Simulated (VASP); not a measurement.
Cs3H: single point with PBE

Cs3H:

```
Cs H
1.0
     5.10328    0.00000    0.00000
     0.00000    6.25418    0.00000
     0.00000    0.00000    9.00260
Cs H
3 1
Direct
  0.00000 0.00000 0.50000
  0.50000 0.50000 0.25527
  0.50000 0.50000 0.74473
  0.00000 0.50000 0.50000
```

The cell was generated, and may not be a known phase.

- Program: VASP 6.6.1
- Task: single point
- Functional: PBE
- Potentials or basis: VASP PAW PBE potentials, release 64 (Cs_sv, H)
- Cutoff: 520 eV
- k mesh: 4 × 4 × 4
- Occupations: gaussian, width 0.1 eV
- Spin: no spin polarisation

```
Pressure               : 0.2 GPa
Largest force          : 0.010 eV/Å
Band gap on the k mesh : zero (bands 14 and 15 overlap by 1.26 eV)
```

Forces on the atoms (eV/Å):
```
Cs   0.000  0.000  0.000
Cs   0.000  0.000  0.010
Cs   0.000  0.000 -0.010
H    0.000  0.000  0.000
```

Stress tensor (GPa, compression positive):
```
0.02 0.00 0.00
0.00 0.25 0.00
0.00 0.00 0.23
```

Levels at points of the mesh, in eV from the Fermi level:
| k point | band 10 | band 11 | band 12 | band 13 | band 14 | band 15 | band 16 | band 17 | band 18 | band 19 |
| --- | --- | --- | --- | --- | --- | --- | --- | --- | --- | --- |
| (0.00, 0.00, 0.00) | -10.52 | -10.43 | -10.34 | -3.20 | -1.10 | 0.30 | 0.31 | 1.16 | 1.67 | 1.76 |
| (0.50, 0.00, 0.00) | -10.58 | -10.49 | -10.41 | -2.94 | -0.14 | 0.26 | 0.47 | 1.10 | 1.47 | 1.59 |
| (0.00, 0.50, 0.00) | -10.47 | -10.47 | -10.41 | -2.65 | -0.44 | 0.11 | 0.31 | 0.48 | 1.52 | 1.83 |
| (0.50, 0.50, 0.00) | -10.55 | -10.49 | -10.35 | -2.44 | 0.16 | 0.19 | 1.01 | 1.22 | 1.36 | 1.40 |
| (0.00, 0.00, 0.50) | -10.55 | -10.42 | -10.34 | -3.13 | -0.88 | -0.64 | 0.99 | 1.31 | 1.87 | 2.21 |
| (0.50, 0.00, 0.50) | -10.55 | -10.49 | -10.41 | -2.93 | 0.02 | 0.46 | 0.51 | 1.25 | 1.37 | 1.57 |
| (0.00, 0.50, 0.50) | -10.47 | -10.47 | -10.39 | -2.58 | -0.36 | -0.25 | 0.19 | 1.46 | 1.74 | 1.78 |
| (0.50, 0.50, 0.50) | -10.55 | -10.49 | -10.35 | -2.42 | 0.62 | 0.67 | 0.88 | 1.01 | 1.05 | 1.36 |

It took 4.6 min on 1 thread of Intel Xeon 8259CL (shared host), peak memory 0.43 GiB.

Caveat: spin-orbit coupling is left out, which moves the levels of the heavy elements.
